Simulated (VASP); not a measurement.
The system is Hg.

```xyz
8
Lattice="5.8546 0.0000 0.0000 0.0000 5.8546 0.0000 0.0000 0.0000 5.8546" Properties=species:S:1:pos:R:3 pbc="T T T"
Hg    0.0000    0.0000    0.0000
Hg    2.9273    1.4636    0.0000
Hg    2.9273    4.3909    0.0000
Hg    0.0000    2.9273    1.4636
Hg    1.4636    0.0000    2.9273
Hg    4.3909    0.0000    2.9273
Hg    2.9273    2.9273    2.9273
Hg    0.0000    2.9273    4.3909
```

Base run:

* Program: VASP 6.6.1
* Functional: PBE
* Potentials or basis: VASP PAW PBE potentials, release 64 (Hg)
* Cutoff: 520 eV
* k mesh: 4 × 4 × 4
* Occupations: fermi-dirac, width 0.02 eV
* Spin: no spin polarisation

Its results: band gap on the k mesh zero (bands 48 and 49 overlap by 0.77 eV); pressure 3.2 GPa.

**Question.** The run is repeated on the same cell with these changes: functional from PBE to r2SCAN; further incar settings from ALGO = Normal; EDIFF = 1e-06; NBANDS = 58 to ALGO = Normal; EDIFF = 1e-07; NBANDS = 58. What comes out?

**Answer.** Band gap on the k mesh zero (bands 48 and 49 overlap by 0.58 eV); pressure 2.1 GPa.

Caveats: spin-orbit coupling is left out, which moves the levels of the heavy elements; the cell stands under pressure (at least some runs); the PAW data sets were made with another functional, which shifts forces and pressure a little (at least some runs).
